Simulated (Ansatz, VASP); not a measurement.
# Two plane-wave programs on Cs4I

```
CELL_PARAMETERS angstrom
0.02395 7.85738 -0.02264
-0.03692 -0.02260 7.81317
15.66859 0.04783 -0.07386
ATOMIC_POSITIONS crystal
Cs 0.49949 0.50226 0.25075
Cs 0.50144 0.49806 0.75048
Cs 0.99965 0.00003 0.24947
Cs 0.00037 0.99637 0.75002
Cs 0.49827 0.00122 0.00002
Cs 0.50226 0.00172 0.50056
Cs 0.99673 0.50128 0.99934
Cs 0.00084 0.49872 0.50029
I 0.99878 0.00087 0.99939
I 0.00216 0.99946 0.49968
```

Change from the starting cell: cell x2, atoms moved at random (sigma 0.05 Å) and cell strained at random (1.5 %), then relaxed without symmetry.

Alike in both runs: functional PBE; k mesh 4 × 4 × 2; occupations gaussian, width 0.2 eV; no spin polarisation.

Ansatz relaxed the structure, and its values are those at the end. VASP's run is a single point on that final structure, the one shown.

```csv
,VASP,Ansatz
version,VASP 6.6.1,Ansatz 0.2.0
potentials or method,"VASP PAW PBE potentials, release 64 (Cs_sv, I), cutoff 520 eV","scalar-relativistic, plane waves, PAW"
valence electrons in the cell,86,106
```

|  | VASP | Ansatz | Ansatz less VASP |
| --- | --- | --- | --- |
| gap on the k mesh at the Fermi level (eV) | none | none | - |
| pressure (GPa) | 0.0 | 0.0 | 0.00 |
| rms of the force components (eV/Å) | 0.003 | 0.003 | +0.0001 |

A gap of «none» marks a metal or a gap that the smearing closes. VASP's potentials hold 86 valence electrons a cell and Ansatz's 106, so a difference there can come from the potentials and not from the codes.

Spin-orbit coupling is off throughout.
